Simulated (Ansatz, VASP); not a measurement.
# Two plane-wave programs on Si

```xyz
2
Lattice="-2.3705 2.3705 1.3053 2.3705 -2.3705 1.3053 2.3943 2.3943 -1.3053" Properties=species:S:1:pos:R:3 pbc="T T T"
Si    2.3824    0.0119    0.6526
Si    0.0000    0.0000    1.3053
```

Change from the starting cell: strain +0.0100 x Voigt [0, 0, 0, 0, 0, 1], atoms carried along.

Alike in both runs: task single point; functional LDA; k mesh 26 × 26 × 26; occupations gaussian, width 0.15 eV; no spin polarisation.

```csv
,VASP,Ansatz
version,VASP 6.6.1,Ansatz 0.2.0
potentials or method,"VASP PAW LDA potentials, release 64 (Si), cutoff 520 eV","scalar-relativistic, plane waves, PAW"
valence electrons in the cell,8,8
```

|  | VASP | Ansatz | Ansatz less VASP |
| --- | --- | --- | --- |
| gap on the k mesh at the Fermi level (eV) | none | none | - |
| pressure (GPa) | 0.0 | -0.1 | -0.09 |
| traceless stress, the component that is largest in VASP (GPa) | -0.82 | -0.82 | +0.001 |

LDA's correlation is that of Perdew and Zunger in VASP and of Perdew and Wang (1992) in Ansatz. A gap of «none» marks a metal or a gap that the smearing closes.
